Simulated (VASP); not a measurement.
# LiH17O9 in VASP: further runs, part 2 of 2

VASP 6.6.1. Earlier steps stand in the parts before.

### 4 Single point, r2SCAN

POSCAR reads:

```
LiH17O9
1.0
    7.1738770000      0.0000000000      0.0000000000
    0.0000000000      7.1738770000      0.0000000000
    0.0000000000      0.0000000000      7.1738770000
O H Li
9 17 1
Direct
   -0.0989283758      0.3451132491      0.0669233665
    0.9630218082      0.8435606019      0.8954572263
    0.5284172004      0.5859035498      0.2089386255
    0.3574357352      0.7425273670      0.9124633723
    0.6880101234      0.9889073928      0.3975395731
    0.4277742705      0.0753985606      0.7092956849
    0.9465732407      0.4025020223      0.6889301280
    0.9272531436      0.6845670758      0.3955462297
    0.6471814334      0.5561427942      0.7855027344
   -0.0338450185      0.3724903563     -0.0496105523
   -0.0458190181      0.2257914375      0.1149866383
    1.0902194169      0.7985779516      0.8825353432
    0.9295670946      0.8236689868      1.0279797103
    0.4617586836      0.6599221035      0.1154745196
    0.4386470524      0.5400287738      0.2905820660
    0.4082729604      0.8597443196      0.8623370599
    0.4397900884      0.6556008697      0.8382217872
    0.6246970780      0.8934778224      0.3209700975
    0.7885136587      0.9155021755      0.4475683093
    0.3274937666      0.0093255014      0.6430692915
    0.5383281592      0.0704918693      0.6172952227
    0.9897855790      0.2731856150      0.6761755185
    0.8111095298      0.4195918051      0.7066750657
    0.8413024087      0.5934447998      0.3370422994
    0.9512011427      0.6261049639      0.5154534989
    0.7217157473      0.6727742893      0.7936155025
    0.6447977851      0.4372809849      0.0115279367
```

INCAR.step1 reads:

```
SYSTEM = LiH17O9
PREC = Accurate
ENCUT = 520
ISMEAR = -1
SIGMA = 0.05
LREAL = Auto
LASPH = .True.
NELM = 80
NBANDS = 56
GGA = PE
ALGO = Normal
EDIFF = 1E-4
LWAVE = .True.
LCHARG = .False.
```

INCAR.step2 reads:

```
SYSTEM = LiH17O9
PREC = Accurate
ENCUT = 520
EDIFF = 1E-6
ISMEAR = -1
SIGMA = 0.05
LREAL = Auto
LASPH = .True.
NELM = 80
ALGO = Normal
ISIF = 2
LWAVE = .False.
LCHARG = .True.
METAGGA = R2SCAN
LMIXTAU = .True.
LELF = .True.
LVHAR = .True.
NBANDS = 56
ISTART = 1
```

KPOINTS reads:

```
regular mesh
0
Gamma
  1 1 1
  0 0 0
```

Started as:

```bash
$ cat potpaw_PBE.64/O/POTCAR potpaw_PBE.64/H/POTCAR potpaw_PBE.64/Li_sv/POTCAR > POTCAR
$ cp INCAR.step1 INCAR
$ mpirun -np 1 vasp_gam > vasp.out
$ cp INCAR.step2 INCAR
$ mpirun -np 1 vasp_gam > vasp.out
```

Wall time 3 min (1 thread of Intel Xeon Platinum 8488C (Sapphire Rapids), shared host); peak memory 0.41 GiB.

The run converged. Its results:

```yaml
Free_energy: -141.3083 eV
Largest_force: 2.023 eV/Å
Band_gap_on_the_k_mesh: 3.87 eV
```

Forces in eV/Å, atoms in the order of the input:
```
O    0.390 -1.303  0.760
O   -0.538  0.142  0.971
O    1.562  0.379 -1.101
O    0.237  0.276 -0.419
O   -0.991 -0.162 -0.580
O    1.021 -0.526 -1.521
O    1.800 -0.899 -0.169
O   -0.648 -0.671 -0.323
O    0.064  0.869  0.254
H   -0.092  0.063 -0.234
H   -0.727  1.371 -0.558
H    0.162 -0.222  0.277
H    0.498  0.085 -1.143
H   -0.484  0.420 -0.451
H   -1.278 -0.633  1.390
H   -0.290  0.148  0.364
H    0.251 -0.312  0.119
H    0.303  0.671  0.574
H    0.532 -0.499  0.092
H    0.692  0.501  0.236
H   -1.706 -0.130  1.079
H   -0.739  0.827 -0.128
H   -0.758  0.255  0.238
H    0.685  0.794  0.387
H    0.121 -0.211  0.025
H   -0.474 -1.092 -0.161
Li   0.405 -0.142  0.022
```

Levels at points of the mesh, in eV from the valence-band top:
```
           k point  band 33  band 34  band 35  band 36  band 37  band 38  band 39  band 40  band 41  band 42
(0.00, 0.00, 0.00)    -1.58    -1.46    -1.39    -0.11     0.00     3.87     6.61     6.71     6.92     7.08
```

Caveat: the k points lie up to 0.88 Å⁻¹ apart; the cutoff is under 1.25 times the usual one of these potentials, so pressure, stress and relaxed cells hold a basis-set (Pulay) error; the PAW data sets were made with another functional, which shifts forces and pressure a little.

### 5 Single point, r2SCAN

POSCAR reads:

```
LiH17O9
1.0
    7.1738770000      0.0000000000      0.0000000000
    0.0000000000      7.1738770000      0.0000000000
    0.0000000000      0.0000000000      7.1738770000
O H Li
9 17 1
Direct
   -0.0994441360      0.3514835841      0.0669791244
    0.9697824482      0.8441042410      0.8976875405
    0.5277062877      0.5845096034      0.2060252775
    0.3570593697      0.7415794835      0.9129930719
    0.6849434413      0.9862031367      0.3971074497
    0.4293912483      0.0689167099      0.7039289913
    0.9490962836      0.4055687043      0.6853058674
    0.9243676746      0.6827549455      0.3983201831
    0.6440450540      0.5581640165      0.7949118726
   -0.0368001849      0.3665521447     -0.0556742191
   -0.0515202589      0.2314090414      0.1073478121
    1.0912927556      0.7950652067      0.8751892456
    0.9245488876      0.8224562534      1.0216790726
    0.4475125514      0.6550154122      0.1107490413
    0.4428985889      0.5384117960      0.2940948109
    0.4015262598      0.8707425566      0.8776704702
    0.4493804396      0.6568972398      0.8423618080
    0.6096006385      0.9064415239      0.3252076945
    0.7827009022      0.9057863691      0.4358870385
    0.3294034732      0.0118903628      0.6443796012
    0.5348711722      0.0605669710      0.6105485221
    0.9589096663      0.2740498617      0.6461917315
    0.8083634554      0.4376573504      0.7060756687
    0.8387514868      0.6059903174      0.3291665023
    0.9489708285      0.6053351626      0.5088043745
    0.7154151096      0.6716312532      0.7907021545
    0.6474462832      0.4411143375      0.0186788817
```

INCAR.step1 reads:

```
SYSTEM = LiH17O9
  PREC = Accurate
  ENCUT = 910
  ISMEAR = -1
  SIGMA = 0.05
  LREAL = Auto
  LASPH = .True.
  NELM = 120
  NBANDS = 56
  GGA = PE
  ALGO = Normal
  EDIFF = 1E-5
  LWAVE = .True.
  LCHARG = .False.
  GGA_COMPAT = .False.
```

INCAR.step2 reads:

```
SYSTEM = LiH17O9
  PREC = Accurate
  ENCUT = 910
  EDIFF = 1E-6
  ISMEAR = -1
  SIGMA = 0.05
  LREAL = Auto
  LASPH = .True.
  NELM = 120
  ALGO = Normal
  ISIF = 2
  LWAVE = .False.
  LCHARG = .True.
  METAGGA = R2SCAN
  LMIXTAU = .True.
  LELF = .True.
  LVHAR = .True.
  NBANDS = 56
  ISTART = 1
  GGA_COMPAT = .False.
```

KPOINTS reads:

```
Automatic mesh
0
Gamma
  1 1 1
  0 0 0
```

Potentials or basis: VASP PAW PBE potentials, release 64 (O_h, H_h, Li_sv).

Started as:

```bash
$ cat potpaw_PBE.64/O_h/POTCAR potpaw_PBE.64/H_h/POTCAR potpaw_PBE.64/Li_sv/POTCAR > POTCAR
$ cp INCAR.step1 INCAR
$ mpirun -np 1 vasp_gam > vasp.out
$ cp INCAR.step2 INCAR
$ mpirun -np 1 vasp_gam > vasp.out
```

Run time: 3.8 min. Hardware: 1 thread of AMD EPYC 9R45 (Zen 5), shared host; peak memory 0.8 GiB.

Results (log left out):

```yaml
Free_energy: -142.1211 eV
Pressure: -0.9 GPa
Largest_force: 2.692 eV/Å
Band_gap_on_the_k_mesh: 4.25 eV
```

Forces on the atoms (eV/Å):
```
O    0.602 -0.629 -0.476
O   -1.386  0.969 -0.659
O    0.108  0.951 -1.584
O    0.566  1.022 -0.369
O   -0.293  1.716  0.448
O    2.581  0.763  0.035
O   -0.526 -1.028 -0.178
O    0.136 -0.137  0.490
O   -0.215 -0.247 -0.181
H   -0.492  0.283  0.262
H   -0.392  0.382  0.122
H    0.736 -0.627  0.727
H    0.698 -0.333  0.048
H    0.436 -0.214  0.442
H   -0.798 -0.456  1.087
H   -0.388 -1.399  0.277
H    0.004  0.359  0.130
H   -0.745 -0.788 -0.660
H    0.957 -0.965  0.275
H   -1.415 -0.751 -0.973
H   -1.154 -0.088  0.860
H   -0.239  1.159  0.191
H    0.694  0.066  0.163
H   -0.056 -0.019 -0.118
H    0.048  0.121 -0.333
H    0.186  0.090 -0.035
Li   0.347 -0.199  0.009
```

Stress tensor (GPa, compression positive):
```
-0.49  0.46  0.82
 0.46 -1.33  0.15
 0.82  0.15 -0.80
```

Levels at points of the mesh, in eV from the valence-band top:
```tsv
k point	band 35	band 36	band 37	band 38	band 39	band 40
(0.00, 0.00, 0.00)	-1.14	-0.13	0.00	4.25	6.94	7.22
```

Caveat: the k points lie up to 0.88 Å⁻¹ apart; the cutoff is under 1.25 times the usual one of these potentials, so pressure, stress and relaxed cells hold a basis-set (Pulay) error; the PAW data sets were made with another functional, which shifts forces and pressure a little.
